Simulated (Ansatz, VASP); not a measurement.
**Two plane-wave programs on Ni**

The input INCAR:

```
SYSTEM = Ni
PREC = Accurate
ENCUT = 520
EDIFF = 1E-6
ISMEAR = -1
SIGMA = 0.05
LREAL = .False.
LASPH = .True.
NELM = 150
ALGO = Normal
ISIF = 2
LWAVE = .False.
LCHARG = .True.
ISPIN = 2
MAGMOM = 0.616 0.616 0.63 0.63
LORBIT = 11
LMAXMIX = 4
GGA = CA
LELF = .True.
LVHAR = .True.
NBANDS = 32
```

File KPOINTS:

```
Automatic mesh
0
Gamma
  17 17 5
  0 0 0
```

POSCAR

```
Ni
1.0
    2.5113836210      0.0000000000      0.0000000000
   -1.2556918105      2.1749220144      0.0000000000
    0.0000000000      0.0000000000      8.2338599587
Ni
4
Direct
    1.0000000000      1.0000000000      0.0000000000
    1.0000000000      1.0000000000      0.5000000000
    0.3333333333      0.6666666667      0.2500000000
    0.6666666667      0.3333333333      0.7500000000
```

Input for Ansatz:

```yaml
crystal:
  lattice:
    - [2.511383621, 0.0, 0.0]
    - [-1.2556918105, 2.1749220144, 0.0]
    - [0.0, 0.0, 8.2338599587]
  atoms:
    - { symbol: Ni, position: [1.0, 1.0, 0.0], spin: 0.616 }
    - { symbol: Ni, position: [1.0, 1.0, 0.5], spin: 0.616 }
    - { symbol: Ni, position: [0.3333333333, 0.6666666667, 0.25], spin: 0.63 }
    - { symbol: Ni, position: [0.6666666667, 0.3333333333, 0.75], spin: 0.63 }
hamiltonian:
  xc: lda
  pseudopotentials:
    kind: paw
    azcp:
      Ni: "pseudopotentials/Ni.paw.azcp"
basis:
  ecutwfc: 420
  fft_grid_basis: typed
kpoints:
  mp_grid: { grid: [17, 17, 5], shift: [0, 0, 0] }
magnetization:
  spin_polarized: true
scf:
  occupations: { method: fermi_dirac, width: 0.05 }
  lower_state_search: "off"
output:
  stress: true
```

Alike in both runs: task single point; functional LDA; k mesh 17 × 17 × 5; occupations fermi-dirac, width 0.05 eV; collinear spin.

```csv
,VASP,Ansatz
version,VASP 6.6.1,Ansatz 0.2.0
potentials or method,"VASP PAW LDA potentials, release 64 (Ni), cutoff 520 eV","plane waves (420 eV) with PAW, scalar-relativistic"
valence electrons in the cell,40,72
```

VASP gave:

- pressure (GPa): -21.5
- traceless stress, the component that is largest in VASP (GPa): -0.20
- net moment per atom (μB): 0.61
- size of the moment on the site where the two differ most (μB): 0.61

Question: Estimate Ansatz's values.

Answer: Pressure (GPa): -21.7; traceless stress, the component that is largest in VASP (GPa): -0.14; net moment per atom (μB): 0.64; size of the moment on the site where the two differ most (μB): 0.66.

Ansatz warns that its potentials were made for another functional, while VASP's fit it. LDA's correlation is that of Perdew and Zunger in VASP and of Perdew and Wang (1992) in Ansatz. Site moments also hang on the region over which each program counts them. VASP's potentials hold 40 valence electrons a cell and Ansatz's 72, so a difference there can come from the potentials and not from the codes.
